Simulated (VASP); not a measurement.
# In3TeW (Pm-3m) in VASP: single point with PBE

Aim: the single point of In3TeW with PBE.

All numbers are computed with VASP 6.6.1; they aren't measurements. Logs are shortened: lines on timing, memory, paths and dates and some standing lists are left out, and cuts for length are marked.

### 1 The cell of the first run

It takes space group Pm-3m (No. 221, cubic). The conventional cell has a = 5.022 Å, b = 5.022 Å, c = 5.022 Å, α = 90.00°, β = 90.00°, γ = 90.00°. In (site symmetry 4/mmm) has 2 W at 2.51 Å within 3.3 Å. Te (site symmetry m-3m) has 12 In at 3.55 Å and 8 W at 4.35 Å within 4.7 Å. W (site symmetry m-3m) has 6 In at 2.51 Å within 3.3 Å.

The cell was built from a structure type or drawn by symmetry, and may not be a known phase.

### 2 Single point, PBE

INCAR

```
SYSTEM = In3TeW
ALGO = Normal
EDIFF = 1E-6
ENCUT = 500
GGA = PE
GGA_COMPAT = .FALSE.
ISIF = 2
ISMEAR = 0
LASPH = .TRUE.
LCHARG = .TRUE.
LELF = .TRUE.
LREAL = .FALSE.
LVHAR = .TRUE.
LWAVE = .FALSE.
NBANDS = 38
NELM = 120
PREC = Accurate
SIGMA = 0.1
```

KPOINTS

```
k-points
0
G
  4 4 4
  0 0 0
```

POSCAR

```
In3TeW
1.0
    5.0223907000      0.0000000000      0.0000000000
    0.0000000000      5.0223907000      0.0000000000
    0.0000000000      0.0000000000      5.0223907000
In Te W
3 1 1
Direct
    0.5000000000      0.5000000000      0.0000000000
    0.0000000000      0.5000000000      0.5000000000
    0.5000000000      0.0000000000      0.5000000000
    0.0000000000      0.0000000000      0.0000000000
    0.5000000000      0.5000000000      0.5000000000
```

Potentials or basis: VASP PAW PBE potentials, release 64 (In_d, Te, W_sv).

The run is started by

```bash
$ cat potpaw_PBE.64/In_d/POTCAR potpaw_PBE.64/Te/POTCAR potpaw_PBE.64/W_sv/POTCAR > POTCAR
$ mpirun -np 1 vasp_std > vasp.out
```

OUTCAR:

```text
SYSTEM = In3TeW
   EDIFF = 1E-6
   ENCUT = 500
   GGA = PE
   ISIF = 2
   ISMEAR = 0
   LASPH = .TRUE.
   LREAL = .FALSE.
   NELM = 120
   PREC = Accurate

 ion  position               nearest neighbor table
   1  0.500  0.500  0.000-   5 2.51   5 2.51   4 3.55   2 3.55   2 3.55   3 3.55   3 3.55   3 3.55
                             4 3.55   3 3.55   2 3.55   4 3.55   2 3.55   4 3.55
   2  0.000  0.500  0.500-   5 2.51   5 2.51   4 3.55   1 3.55   1 3.55   4 3.55   3 3.55   4 3.55
                             4 3.55   1 3.55   3 3.55   3 3.55   1 3.55   3 3.55
   3  0.500  0.000  0.500-   5 2.51   5 2.51   4 3.55   1 3.55   1 3.55   4 3.55   1 3.55   2 3.55
                             2 3.55   1 3.55   2 3.55   4 3.55   4 3.55   2 3.55
   4  0.000  0.000  0.000-   1 3.55   2 3.55   3 3.55   2 3.55   3 3.55   1 3.55   2 3.55   2 3.55
                             1 3.55   3 3.55   3 3.55   1 3.55
   5  0.500  0.500  0.500-   1 2.51   2 2.51   3 2.51   1 2.51   3 2.51   2 2.51

  LATTYP: Found a simple cubic cell.
 ALAT       =     5.0223907000

  Lattice vectors:

 A1 = (   5.0223907000,   0.0000000000,   0.0000000000)
 A2 = (   0.0000000000,   5.0223907000,   0.0000000000)
 A3 = (   0.0000000000,   0.0000000000,   5.0223907000)

Analysis of symmetry for initial positions (statically):
=====================================================================
 Subroutine PRICEL returns:
 Original cell was already a primitive cell.

 Routine SETGRP: Setting up the symmetry group for a
 simple cubic supercell.

 Subroutine GETGRP returns: Found 48 space group operations
 (whereof 48 operations were pure point group operations)
 out of a pool of 48 trial point group operations.

The static configuration has the point symmetry O_h .

Analysis of symmetry for dynamics (positions and initial velocities):
=====================================================================
 Subroutine PRICEL returns:
 Original cell was already a primitive cell.

 Routine SETGRP: Setting up the symmetry group for a
 simple cubic supercell.

 Subroutine GETGRP returns: Found 48 space group operations
 (whereof 48 operations were pure point group operations)
 out of a pool of 48 trial point group operations.

The dynamic configuration has the point symmetry O_h .

 Subroutine INISYM returns: Found 48 space group operations
 (whereof 48 operations are pure point group operations),
 and found     1 'primitive' translations

----------------------------------------------------------------------------------------

                                     Primitive cell

  volume of cell :     126.6868

  direct lattice vectors                    reciprocal lattice vectors
     5.022390700  0.000000000  0.000000000     0.199108365  0.000000000  0.000000000
     0.000000000  5.022390700  0.000000000     0.000000000  0.199108365  0.000000000
     0.000000000  0.000000000  5.022390700     0.000000000  0.000000000  0.199108365

  length of vectors
     5.022390700  5.022390700  5.022390700     0.199108365  0.199108365  0.199108365

  position of ions in fractional coordinates (direct lattice)
     0.500000000  0.500000000  0.000000000
     0.000000000  0.500000000  0.500000000
     0.500000000  0.000000000  0.500000000
     0.000000000  0.000000000  0.000000000
     0.500000000  0.500000000  0.500000000

  ion indices of the primitive-cell ions
   primitive index   ion index
                 1           1
                 2           2
                 3           3
                 4           4
                 5           5

----------------------------------------------------------------------------------------

 KPOINTS: k-points

Automatic generation of k-mesh.
 Grid dimensions read from file:
 generate k-points for:    4    4    4

 Generating k-lattice:

  Cartesian coordinates                     Fractional coordinates (reciprocal lattice)
     0.049777091  0.000000000  0.000000000     0.250000000  0.000000000  0.000000000
     0.000000000  0.049777091  0.000000000     0.000000000  0.250000000  0.000000000
     0.000000000  0.000000000  0.049777091     0.000000000  0.000000000  0.250000000

  Length of vectors
     0.049777091  0.049777091  0.049777091

  Shift w.r.t. Gamma in fractional coordinates (k-lattice)
     0.000000000  0.000000000  0.000000000

 Subroutine IBZKPT returns following result:
 ===========================================

 Found     10 irreducible k-points:

 Following reciprocal coordinates:
            Coordinates               Weight
  0.000000  0.000000  0.000000      1.000000
  0.250000  0.000000  0.000000      6.000000
  0.500000  0.000000  0.000000      3.000000
  0.250000  0.250000  0.000000     12.000000
  0.500000  0.250000  0.000000     12.000000
  0.500000  0.500000  0.000000      3.000000
  0.250000  0.250000  0.250000      8.000000
  0.500000  0.250000  0.250000     12.000000
  0.500000  0.500000  0.250000      6.000000
  0.500000  0.500000  0.500000      1.000000
   k-points           NKPTS =     10   k-points in BZ     NKDIM =     10   number of bands    NBANDS=     38
   number of dos      NEDOS =    301   number of ions     NIONS =      5
   total plane-waves  NPLWV =  64000
   dimension x,y,z NGX =    40 NGY =   40 NGZ =   40
   dimension x,y,z NGXF=    80 NGYF=   80 NGZF=   80
   ions per type =               3   1   1
   NGX,Y,Z   is equivalent  to a cutoff of  13.24, 13.24, 13.24 a.u.
   NGXF,Y,Z  is equivalent  to a cutoff of  26.48, 26.48, 26.48 a.u.
 SYSTEM =  In3TeW
   PREC   = accura    normal or accurate (medium, high low for compatibility)
   ISTART =      0    job   : 0-new  1-cont  2-samecut
   ICHARG =      2    charge: 1-file 2-atom 10-const
   ISPIN  =      1    spin polarized calculation?
   LNONCOLLINEAR =      F non collinear calculations
   LSORBIT =      F    spin-orbit coupling
   LASPH  =      T    aspherical Exc in radial PAW
   ENCUT  =  500.0 eV  36.75 Ry    6.06 a.u.   9.16  9.16  9.16*2*pi/ulx,y,z
   NELM   =    120;   NELMIN=  2; NELMDL= -5     # of ELM steps
   EDIFF  = 0.1E-05   stopping-criterion for ELM
   LREAL  =      F    real-space projection
   EDIFFG = 0.1E-04   stopping-criterion for IOM
   NSW    =      0    number of steps for IOM
   IBRION =     -1    ionic relax: 0-MD 1-quasi-New 2-CG
   NFREE  =      0    steps in history (QN), initial steepest desc. (CG)
   ISIF   =      2    stress and relaxation
   ISYM   =      2    0-nonsym 1-usesym 2-fastsym
   POTIM  = 0.5000    time-step for ionic-motion
   TEBEG  =    0.0;   TEEND  =   0.0 temperature during run
   PSTRESS=    0.0 pullay stress
   NELECT =      59.0000    total number of electrons
   NUPDOWN=      -1.0000    fix difference up-down
   EMIN   =  10.00;   EMAX   =-10.00  energy-range for DOS
   EFERMI =   0.00;   METHOD = LEGACY
   ISMEAR =     0;   SIGMA  =   0.10  broadening in eV -4-tet -1-fermi 0-gaus
   EFERMI_NEDOS =   21; number of points for ismear=-14 and -15
   IALGO  =     38    algorithm
   IMIX   =      4    mixing-type and parameters
     AMIX     =   0.40;   BMIX     =  1.00
     AMIX_MAG =   1.60;   BMIX_MAG =  1.00
  volume/ion in A,a.u.               =      25.34       170.98
  Fermi-wavevector in a.u.,A,eV,Ry     =   1.268961  2.397989 21.908951  1.610263
  Thomas-Fermi vector in A             =   2.402028
   LORBIT       =      0    0 simple, 1 ext, 2 COOP (PROOUT), +10 PAW based schemes
   GGA     = PE    functional components
   LHFCALC =     F    Hartree Fock is set to
   AEXX    =    0.0000 exact exchange contribution
   IVDW    =     0    specifies the selected vdW correction
   LEPSILON=     F    determine dielectric tensor
   LRPA    =     F    only Hartree local field effects (RPA)
 non-spin polarized calculation
 Gauss-broadening in eV      SIGMA  =   0.10
  energy-cutoff  :      500.00
  volume of cell :      126.69
 maximum number of plane-waves:      3238
 NGX is ok and might be reduce to    40
   NGX = 19   NGY = 19   NGZ = 19

 number of electron      59.0000037 magnetization

 Free energy of the ion-electron system (eV)
  ---------------------------------------------------
  ext. energy  EPLUGINS =         0.00000000
  ---------------------------------------------------
  free energy    TOTEN  =       -18.39099780 eV

  energy without entropy =      -18.34442327  energy(sigma->0) =      -18.36771054

 E-fermi :   7.1643     XC(G=0): -10.3574

 val. band max:        7.1121942719   @ k =   0.2500   0.0000   0.0000
 cond. band min:       7.1854830843   @ k =   0.5000   0.5000   0.5000
 fundamental gap:      0.0732888125
 Fermi energy:         7.1643036269

 k-point     1 :       0.0000    0.0000    0.0000
  band No.  band energies     occupation
      1     -65.7267      2.00000
      2     -30.1446      2.00000
      3     -30.1446      2.00000
      4     -30.1446      2.00000
      5      -7.2708      2.00000
      6      -7.1766      2.00000
[... 30 lines left out ...]
     37      10.8020      0.00000
     38      12.9881      0.00000

 k-point     2 :       0.2500    0.0000    0.0000
  band No.  band energies     occupation
      1     -65.7265      2.00000
      2     -30.1553      2.00000
      3     -30.1448      2.00000
      4     -30.1448      2.00000
      5      -7.2428      2.00000
      6      -7.1757      2.00000
[... 30 lines left out ...]
     37      11.8194      0.00000
     38      13.3337      0.00000

 k-point     3 :       0.5000    0.0000    0.0000
  band No.  band energies     occupation
      1     -65.7263      2.00000
      2     -30.1661      2.00000
      3     -30.1451      2.00000
      4     -30.1451      2.00000
      5      -7.2340      2.00000
      6      -7.1747      2.00000
[... 30 lines left out ...]
     37      12.2921      0.00000
[... 207 lines left out ...]
 k-point     9 :       0.5000    0.5000    0.2500
  band No.  band energies     occupation
      1     -65.7257      2.00000
      2     -30.1669      2.00000
      3     -30.1669      2.00000
      4     -30.1564      2.00000
      5      -7.0686      2.00000
      6      -6.9455      2.00000
[... 30 lines left out ...]
     37      12.6007      0.00000
     38      14.0646      0.00000

 k-point    10 :       0.5000    0.5000    0.5000
  band No.  band energies     occupation
      1     -65.7254      2.00000
      2     -30.1671      2.00000
      3     -30.1671      2.00000
      4     -30.1671      2.00000
      5      -6.9584      2.00000
      6      -6.9492      2.00000
[... 30 lines left out ...]
     37      14.5337      0.00000
     38      14.5337      0.00000

------------------------ aborting loop because EDIFF is reached ----------------------------------------

  FORCE on cell =-STRESS in cart. coord.  units (eV):
  Direction    XX          YY          ZZ          XY          YZ          ZX
  --------------------------------------------------------------------------------------
  -------------------------------------------------------------------------------------
  Total       12.8784588     12.8784588     12.8784588      0.0000000     -0.0000000      0.0000000
  in kB      162.8707117    162.8707117    162.8707117      0.0000000     -0.0000000      0.0000000
  external PRESSURE =     162.8707117 kB  Pullay stress =       0.0000000 kB

 VOLUME and BASIS-vectors are now :
 -----------------------------------------------------------------------------
  energy-cutoff  :      500.00
  volume of cell :      126.69
      direct lattice vectors                 reciprocal lattice vectors
     5.022390700  0.000000000  0.000000000     0.199108365  0.000000000  0.000000000
     0.000000000  5.022390700  0.000000000     0.000000000  0.199108365  0.000000000
     0.000000000  0.000000000  5.022390700     0.000000000  0.000000000  0.199108365

 POSITION                                       TOTAL-FORCE (eV/Angst)
 -----------------------------------------------------------------------------------
      2.51120      2.51120      0.00000         0.000000      0.000000      0.000000
      0.00000      2.51120      2.51120         0.000000      0.000000      0.000000
      2.51120      0.00000      2.51120         0.000000      0.000000      0.000000
      0.00000      0.00000      0.00000         0.000000      0.000000      0.000000
      2.51120      2.51120      2.51120         0.000000      0.000000      0.000000
 -----------------------------------------------------------------------------------
    total drift:                               -0.000000     -0.000000     -0.000000

  FREE ENERGIE OF THE ION-ELECTRON SYSTEM (eV)
  ---------------------------------------------------
  free  energy   TOTEN  =       -18.3909978037 eV

  energy  without entropy=      -18.3444232667  energy(sigma->0) =      -18.36771054
```

Run time: 57 s. Hardware: 1 thread of Intel Xeon Platinum 8259CL at 2.50GHz (Skylake/Cascade Lake), shared host; peak memory 0.26 GiB.

Results:

```yaml
Free_energy: -18.3910 eV
Pressure: 16.3 GPa
Band_gap_on_the_k_mesh: zero (an odd number of electrons rules out a gap without spin polarisation)
```

Levels at points of the mesh, in eV from the Fermi level:
| k point | band 25 | band 26 | band 27 | band 28 | band 29 | band 30 | band 31 | band 32 | band 33 | band 34 |
| --- | --- | --- | --- | --- | --- | --- | --- | --- | --- | --- |
| (0.00, 0.00, 0.00) | -2.94 | -2.94 | 0.27 | 0.27 | 0.27 | 1.29 | 1.29 | 1.29 | 3.58 | 3.58 |
| (0.50, 0.00, 0.00) | -2.47 | -1.96 | -0.75 | -0.16 | -0.16 | 0.07 | 0.07 | 0.29 | 1.35 | 3.77 |
| (0.50, 0.50, 0.00) | -2.18 | -1.58 | -1.51 | -1.08 | -1.08 | -0.59 | -0.59 | 1.52 | 2.88 | 4.28 |
| (0.50, 0.50, 0.50) | -4.20 | -4.20 | -4.20 | -1.52 | -1.52 | 0.02 | 0.02 | 0.02 | 5.46 | 5.46 |

Caveat: the cell stands under pressure; spin-orbit coupling is left out, which moves the levels of the heavy elements.
